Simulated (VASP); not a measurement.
# Al in VASP: single point with PBE

Aim: the single point of Al with PBE.

All numbers are computed with VASP 6.6.1; they aren't measurements. Logs are shortened: lines on timing, memory, paths and dates and some standing lists are left out, and cuts for length are marked.

## Step 1: The cell of the first run

The cell holds a slab with vacuum, 31 atoms: a = 8.573 Å, b = 8.573 Å, c = 19.000 Å, α = 90.00°, β = 90.00°, γ = 120.00°.

## Step 2: Single point, PBE

Input file INCAR:

```
SYSTEM = Al
ALGO = Normal
DIPOL = 0.5 0.5 0.232
EDIFF = 1E-6
ENCUT = 520
GGA = PE
IDIPOL = 3
ISIF = 2
ISMEAR = 0
LASPH = .True.
LCHARG = .False.
LDIPOL = .True.
LREAL = Auto
LWAVE = .False.
NBANDS = 68
NELM = 100
PREC = Accurate
SIGMA = 0.1
```

Input file KPOINTS:

```
k-points
0
Gamma
  4 4 1
  0 0 0
```

Input file POSCAR:

```
Al
1.0
    8.5732246061      0.0000000000      0.0000000000
   -4.2866123031      7.4246303012      0.0000000000
    0.0000000000      0.0000000000     19.0000085784
Al
31
Direct
    0.0000000000      0.0000000000      0.0789473328
    0.1128369863      0.2255763405      0.2012244267
    0.2232330622      0.1170581577      0.3221826953
    1.0000000000      0.3333333333      0.0789473328
    0.1113984087      0.5561301507      0.1995242603
    0.2224242800      0.4437843236      0.3206017446
    1.0000000000      0.6666666667      0.0789473328
    0.1137668229      0.8917565856      0.2020073338
    0.2175188417      0.7683710168      0.3226915887
    0.3333333333      1.0000000000      0.0789473328
    0.4444581481      0.2222496295      0.2019177304
    0.5604917621      0.1170581577      0.3221826953
    0.3333333333      0.3333333333      0.0789473328
    0.4447025300      0.5542120593      0.2011769753
    0.5516275772      0.4365884877      0.3293424378
    0.3333333333      0.6666666667      0.0789473328
    0.4446564293      0.8917565856      0.2020073338
    0.5495160765      0.7709140832      0.3204418903
    0.6666666667      1.0000000000      0.0789473328
    0.7794060209      0.2255763405      0.2012244267
    0.8939614872      0.1212563078      0.3273077422
    0.6666666667      0.3333333333      0.0789473328
    0.7761761960      0.5542120593      0.2011769753
    0.8880267103      0.4437843236      0.3206017446
    0.6666666667      0.6666666667      0.0789473328
    0.7804810295      0.8942953924      0.2034878502
    0.8880646734      0.7709140832      0.3204418903
   -0.0020282783     -0.0237756321      0.4379707472
    0.6449193129     -0.0237756321      0.4379707472
    0.3295254192     -0.0076158283      0.4360922397
    0.6664861587      0.6663056508      0.4380058679
```

Potentials or basis: VASP PAW PBE potentials, release 64 (Al).

Command:

```console
$ cat potpaw_PBE.64/Al/POTCAR > POTCAR
$ mpirun -np 1 vasp_std > vasp.out
```

OUTCAR:

```text
SYSTEM = Al
   EDIFF = 1E-6
   ENCUT = 520
   GGA = PE
   ISIF = 2
   ISMEAR = 0
   LASPH = .True.
   LREAL = Auto
   NELM = 100
   PREC = Accurate

 ion  position               nearest neighbor table
   1  0.000  0.000  0.079-  13 2.86  25 2.86   4 2.86   7 2.86  19 2.86  10 2.86   8 2.86   2 2.86
                            26 2.87
   2  0.113  0.226  0.201-   6 2.79   3 2.81  14 2.83   5 2.84  13 2.84   4 2.84  26 2.85  11 2.86
                            20 2.86   1 2.86   8 2.87  21 2.90
   3  0.223  0.117  0.322-  30 2.76  28 2.77  15 2.78   6 2.80  11 2.81   2 2.81   8 2.83  21 2.84
                            12 2.89  27 2.92   9 2.97
   4  0.000  0.333  0.079-   5 2.83  20 2.84   2 2.84  19 2.86   1 2.86  13 2.86  22 2.86  16 2.86
                             7 2.86
   5  0.111  0.556  0.200-   9 2.82  16 2.82   7 2.82   4 2.83  24 2.84   6 2.84  20 2.84   2 2.84
                            23 2.87  14 2.87  17 2.87   8 2.87
   6  0.222  0.444  0.321-   2 2.79  21 2.79   9 2.80  18 2.80   3 2.80  14 2.81   5 2.84  15 2.86
                            24 2.87
   7  0.000  0.667  0.079-   5 2.82  23 2.86  10 2.86   1 2.86  16 2.86  25 2.86  22 2.86   4 2.86
                             8 2.87
   8  0.114  0.892  0.202-  27 2.81   3 2.83  11 2.83  17 2.84   9 2.85  10 2.85   1 2.86   2 2.87
                             5 2.87  26 2.87   7 2.87  23 2.89
   9  0.218  0.768  0.323-  30 2.72  24 2.80   6 2.80   5 2.82  27 2.84  18 2.84  17 2.85   8 2.85
[... 22 lines left out ...]
                             2 2.86  19 2.86  17 2.87  21 2.90
  21  0.894  0.121  0.327-  24 2.79   6 2.79  29 2.81  28 2.81  12 2.84   3 2.84  26 2.89  20 2.90
                             2 2.90  18 2.98  27 2.98
  22  0.667  0.333  0.079-  20 2.84  23 2.84  19 2.86   4 2.86  10 2.86   7 2.86  25 2.86  13 2.86
                            11 2.86
  23  0.776  0.554  0.201-  27 2.78  24 2.81  20 2.83  14 2.84  22 2.84  11 2.84  25 2.85   7 2.86
                             5 2.87   8 2.89  26 2.90  15 2.95
  24  0.888  0.444  0.321-  20 2.79  21 2.79   9 2.80  27 2.80  12 2.80  23 2.81   5 2.84  15 2.86
                             6 2.87
  25  0.667  0.667  0.079-  14 2.85  23 2.85   1 2.86  19 2.86   7 2.86  13 2.86  22 2.86  16 2.86
                            26 2.91
  26  0.780  0.894  0.203-  18 2.81  27 2.81  20 2.85   2 2.85  17 2.87   8 2.87  19 2.87   1 2.87
                            21 2.89  14 2.90  23 2.90  25 2.91
  27  0.888  0.771  0.320-  28 2.70  31 2.77  23 2.78  24 2.80   8 2.81  26 2.81   9 2.84  15 2.88
                            18 2.90   3 2.92  21 2.98
  28  0.998  0.976  0.438-  27 2.70  31 2.75   3 2.77  30 2.78  21 2.81  29 3.03
  29  0.645  0.976  0.438-  18 2.70  31 2.75  12 2.77  30 2.78  21 2.81  28 3.03
  30  0.330  0.992  0.436-   9 2.72  12 2.76   3 2.76  28 2.78  29 2.78
  31  0.666  0.666  0.438-  15 2.68  29 2.75  28 2.75  18 2.77  27 2.77

  LATTYP: Found a hexagonal cell.
 ALAT       =     8.5732246061
 C/A-ratio  =     2.2162032901

  Lattice vectors:

 A1 = (   8.5732246061,   0.0000000000,   0.0000000000)
 A2 = (  -4.2866123031,   7.4246303012,   0.0000000000)
 A3 = (   0.0000000000,   0.0000000000,  19.0000085784)

Analysis of symmetry for initial positions (statically):
=====================================================================
 Subroutine PRICEL returns:
 Original cell was already a primitive cell.

 Routine SETGRP: Setting up the symmetry group for a
 hexagonal supercell.

 Subroutine GETGRP returns: Found  2 space group operations
 (whereof  1 operations were pure point group operations)
 out of a pool of 24 trial point group operations.

The static configuration has the point symmetry C_1 .
 The point group associated with its full space group is C_1h.

Analysis of symmetry for dynamics (positions and initial velocities):
=====================================================================
 Subroutine PRICEL returns:
 Original cell was already a primitive cell.

 Routine SETGRP: Setting up the symmetry group for a
 hexagonal supercell.

 Subroutine GETGRP returns: Found  2 space group operations
 (whereof  1 operations were pure point group operations)
 out of a pool of 24 trial point group operations.

The dynamic configuration has the point symmetry C_1 .
 The point group associated with its full space group is C_1h.

 Subroutine INISYM returns: Found  2 space group operations
 (whereof  1 operations are pure point group operations),
 and found     1 'primitive' translations

----------------------------------------------------------------------------------------

                                     Primitive cell

  volume of cell :    1209.4080

[... 90 lines left out ...]
  Length of vectors
     0.033671710  0.033671710  0.052631555

  Shift w.r.t. Gamma in fractional coordinates (k-lattice)
     0.000000000  0.000000000  0.000000000

 Subroutine IBZKPT returns following result:
 ===========================================

 Found      7 irreducible k-points:

 Following reciprocal coordinates:
            Coordinates               Weight
  0.000000  0.000000  0.000000      1.000000
  0.250000  0.000000  0.000000      4.000000
  0.000000  0.250000  0.000000      2.000000
  0.500000  0.000000  0.000000      2.000000
  0.000000  0.500000  0.000000      1.000000
  0.250000  0.250000  0.000000      4.000000
  0.500000  0.250000  0.000000      2.000000
   k-points           NKPTS =      7   k-points in BZ     NKDIM =      7   number of bands    NBANDS=     68
   number of dos      NEDOS =    301   number of ions     NIONS =     31
   total plane-waves  NPLWV = 589824
   dimension x,y,z NGX =    64 NGY =   64 NGZ =  144
   dimension x,y,z NGXF=   128 NGYF=  128 NGZF=  288
   ions per type =              31
   NGX,Y,Z   is equivalent  to a cutoff of  12.41, 12.41, 12.60 a.u.
   NGXF,Y,Z  is equivalent  to a cutoff of  24.82, 24.82, 25.20 a.u.
 SYSTEM =  Al
   PREC   = accura    normal or accurate (medium, high low for compatibility)
   ISTART =      0    job   : 0-new  1-cont  2-samecut
   ICHARG =      2    charge: 1-file 2-atom 10-const
   ISPIN  =      1    spin polarized calculation?
   LNONCOLLINEAR =      F non collinear calculations
   LSORBIT =      F    spin-orbit coupling
   LASPH  =      T    aspherical Exc in radial PAW
   ENCUT  =  520.0 eV  38.22 Ry    6.18 a.u.  15.94 15.94 35.33*2*pi/ulx,y,z
   NELM   =    100;   NELMIN=  2; NELMDL= -5     # of ELM steps
   EDIFF  = 0.1E-05   stopping-criterion for ELM
   LREAL  =      T    real-space projection
   EDIFFG = 0.1E-04   stopping-criterion for IOM
   NSW    =      0    number of steps for IOM
   IBRION =     -1    ionic relax: 0-MD 1-quasi-New 2-CG
   NFREE  =      0    steps in history (QN), initial steepest desc. (CG)
   ISIF   =      2    stress and relaxation
   ISYM   =      2    0-nonsym 1-usesym 2-fastsym
   POTIM  = 0.5000    time-step for ionic-motion
   TEBEG  =    0.0;   TEEND  =   0.0 temperature during run
   PSTRESS=    0.0 pullay stress
   NELECT =      93.0000    total number of electrons
   NUPDOWN=      -1.0000    fix difference up-down
   EMIN   =  10.00;   EMAX   =-10.00  energy-range for DOS
   EFERMI =   0.00;   METHOD = LEGACY
   ISMEAR =     0;   SIGMA  =   0.10  broadening in eV -4-tet -1-fermi 0-gaus
   EFERMI_NEDOS =   21; number of points for ismear=-14 and -15
   IALGO  =     38    algorithm
   IMIX   =      4    mixing-type and parameters
     AMIX     =   0.40;   BMIX     =  1.00
     AMIX_MAG =   1.60;   BMIX_MAG =  1.00
  volume/ion in A,a.u.               =      39.01       263.27
  Fermi-wavevector in a.u.,A,eV,Ry     =   0.696164  1.315559  6.593985  0.484644
  Thomas-Fermi vector in A             =   1.779138
   LORBIT       =      0    0 simple, 1 ext, 2 COOP (PROOUT), +10 PAW based schemes
   GGA     = PE    functional components
   LHFCALC =     F    Hartree Fock is set to
   AEXX    =    0.0000 exact exchange contribution
   IVDW    =     0    specifies the selected vdW correction
   LEPSILON=     F    determine dielectric tensor
   LRPA    =     F    only Hartree local field effects (RPA)
 non-spin polarized calculation
 Gauss-broadening in eV      SIGMA  =   0.10
  energy-cutoff  :      520.00
  volume of cell :     1209.41
 maximum number of plane-waves:     32588
 NGX is ok and might be reduce to    64
   NGX = 31   NGY = 31   NGZ = 71

 dipolmoment           0.000000      0.000000     -0.013162 electrons x Angstroem

 number of electron      93.0000000 magnetization

 dipolmoment           0.000000      0.000000      0.052964 electrons x Angstroem

 Free energy of the ion-electron system (eV)
  ---------------------------------------------------
  ext. energy  EPLUGINS =         0.00000000
  ---------------------------------------------------
  free energy    TOTEN  =      -108.31846400 eV

  energy without entropy =     -108.23975494  energy(sigma->0) =     -108.27910947

 E-fermi :   1.1342     XC(G=0):  -5.3734

 val. band max:        1.0790618713   @ k =   0.2500   0.0000   0.0000
 cond. band min:       1.1366961897   @ k =   0.2500   0.2500   0.0000
 fundamental gap:      0.0576343183
 Fermi energy:         1.1341796825

 k-point     1 :       0.0000    0.0000    0.0000
  band No.  band energies     occupation
      1      -9.5195      2.00000
      2      -8.0962      2.00000
      3      -6.9275      2.00000
      4      -6.9164      2.00000
      5      -6.9043      2.00000
      6      -6.8555      2.00000
[... 416 lines left out ...]
     57       2.6190      0.00000
     58       2.7124      0.00000
 [bands above 58 left out]

------------------------ aborting loop because EDIFF is reached ----------------------------------------

 vacuum level on the upper side and lower side of the slab       (xc-potential included)        -0.212        -0.287

  FORCE on cell =-STRESS in cart. coord.  units (eV):
  Direction    XX          YY          ZZ          XY          YZ          ZX
  --------------------------------------------------------------------------------------
  -------------------------------------------------------------------------------------
  Total       -9.3587157     -2.5894686     -0.0772478      0.0000000     -0.0247523      0.0000000
  in kB      -12.3980678     -3.4304288     -0.1023349      0.0000000     -0.0327909      0.0000000
  external PRESSURE =      -5.3102772 kB  Pullay stress =       0.0000000 kB

 VOLUME and BASIS-vectors are now :
 -----------------------------------------------------------------------------
  energy-cutoff  :      520.00
  volume of cell :     1209.41
      direct lattice vectors                 reciprocal lattice vectors
     8.573224606  0.000000000  0.000000000     0.116642226  0.067343420  0.000000000
    -4.286612303  7.424630301  0.000000000     0.000000000  0.134686841  0.000000000
     0.000000000  0.000000000 19.000008578     0.000000000  0.000000000  0.052631555

 POSITION                                       TOTAL-FORCE (eV/Angst)
 -----------------------------------------------------------------------------------
      0.00000      0.00000      1.50000         0.043792     -0.025305      0.057306
      0.00042      1.67482      3.82327        -0.001348      0.003888     -0.001098
      1.41204      0.86911      6.12147        -0.001721      0.001389      0.000500
     -1.42887      2.47488      1.50000        -0.000000      0.103232     -0.089419
     -1.42887      4.12906      3.79096         0.000000     -0.001963      0.006188
      0.00456      3.29493      6.09144        -0.000309     -0.000856     -0.004462
[... 23 lines left out ...]
     -1.42887      7.36809      8.28576         0.000000     -0.003278      0.007573
      2.85774      4.94707      8.32212         0.000000     -0.001481     -0.000164
 -----------------------------------------------------------------------------------
    total drift:                                0.000000      0.010820     -0.024230

  FREE ENERGIE OF THE ION-ELECTRON SYSTEM (eV)
  ---------------------------------------------------
  free  energy   TOTEN  =      -108.3184640033 eV

  energy  without entropy=     -108.2397549362  energy(sigma->0) =     -108.27910947

 vacuum level on the upper side and lower side of the slab         4.928         4.845
```

It took 18 min on 1 thread of Intel Xeon 6975P-C (Granite Rapids), shared host; peak memory 1.2 GiB.

What came out:

```yaml
Free_energy: -108.3185 eV
Largest_force: 0.137 eV/Å
Band_gap_on_the_k_mesh: zero (an odd number of electrons rules out a gap without spin polarisation)
```

Forces in eV/Å, atoms in the order of the input:
```
Al   0.044 -0.025  0.057
Al  -0.001  0.004 -0.001
Al  -0.002  0.001  0.001
Al   0.000  0.103 -0.089
Al   0.000 -0.002  0.006
Al   0.000 -0.001 -0.004
Al  -0.034  0.011  0.036
Al  -0.001  0.000 -0.001
Al   0.000 -0.004  0.003
Al   0.000  0.053  0.005
Al   0.000 -0.002 -0.003
Al   0.002  0.001  0.001
Al  -0.009 -0.073 -0.048
Al  -0.001  0.001  0.001
Al   0.000  0.012 -0.003
Al   0.034  0.011  0.036
Al   0.001  0.000 -0.001
Al   0.003  0.002 -0.001
Al  -0.044 -0.025  0.057
Al   0.001  0.004 -0.001
Al   0.000  0.002 -0.001
Al   0.009 -0.073 -0.048
Al   0.001  0.001  0.001
Al   0.000 -0.001 -0.004
Al   0.000  0.018  0.007
Al   0.000 -0.005 -0.002
Al  -0.003  0.002 -0.001
Al  -0.001 -0.005 -0.004
Al   0.001 -0.005 -0.004
Al   0.000 -0.003  0.008
Al   0.000 -0.001  0.000
```

Levels at points of the mesh, in eV from the Fermi level:
| k point | band 42 | band 43 | band 44 | band 45 | band 46 | band 47 | band 48 | band 49 | band 50 | band 51 |
| --- | --- | --- | --- | --- | --- | --- | --- | --- | --- | --- |
| (0.00, 0.00, 0.00) | -0.71 | -0.54 | -0.43 | -0.40 | -0.36 | -0.20 | -0.10 | -0.06 | 0.08 | 0.21 |
| (0.50, 0.00, 0.00) | -0.74 | -0.70 | -0.56 | -0.50 | -0.07 | 0.05 | 0.20 | 0.29 | 0.79 | 0.91 |
| (0.00, 0.50, 0.00) | -0.82 | -0.75 | -0.57 | -0.53 | -0.39 | 0.05 | 0.23 | 0.72 | 0.74 | 0.79 |

The gap in the log of VASP goes by the Fermi energy; the results here count the filled bands.